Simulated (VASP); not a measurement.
Input of a VASP 6.6.1 run:

The input INCAR:

```
SYSTEM = AlN
PREC     = Accurate       ! precision mode
ENCUT    = 600            ! plane-wave cutoff, eV
EDIFF    = 1E-6           ! SCF threshold, eV
ISMEAR   = 0              ! smearing method
SIGMA    = 0.02           ! smearing width, eV
LREAL    = .False.        ! projectors in reciprocal space
LASPH    = .True.         ! aspherical terms in the spheres
NELM     = 200            ! most SCF steps
ALGO     = Normal         ! electronic algorithm
ISIF     = 2              ! what is computed and relaxed
LWAVE    = .False.        ! write WAVECAR
LCHARG   = .False.        ! write CHGCAR
LNONCOLLINEAR= .True.         ! non-collinear magnetism
MAGMOM   = 0 0 0 0 0 0 0 0 0 0 0 0 ! initial moments
LORBIT   = 11             ! projections on sites
LSORBIT  = .True.         ! spin-orbit coupling
GGA_COMPAT= .False.      
LORBMOM  = .True.       
GGA      = PE             ! functional
NBANDS   = 30             ! bands
```

Contents of KPOINTS:

```
Automatic mesh
0
Gamma
  9 9 6
  0 0 0
```

The input POSCAR:

```
AlN
1.0
    3.1302330203      0.0000000000      0.0000000000
   -1.5651165101      2.7108613153      0.0000000000
    0.0000000000      0.0000000000      5.0179780826
Al N
2 2
Direct
    0.3333333333      0.6666666667     -0.0007712990
    0.6666666667      0.3333333333      0.4992287010
    0.3333333333      0.6666666667      0.3807712990
    0.6666666667      0.3333333333      0.8807712990
```

Potentials or basis: VASP PAW PBE potentials, release 64 (Al, N).

The run is started by

```console
$ cat potpaw_PBE.64/Al/POTCAR potpaw_PBE.64/N/POTCAR > POTCAR
$ mpirun -np 1 vasp_ncl > vasp.out
```

Task: Estimate the net moment.

Result: 0.00 μB per cell.

Task: Estimate the pressure.

Result: -0.4 GPa.

Moments on the atoms (μB; x, y, z):
```
Al  0.00 0.00 0.00
Al  0.00 0.00 0.00
N   0.00 0.00 0.00
N   0.00 0.00 0.00
```
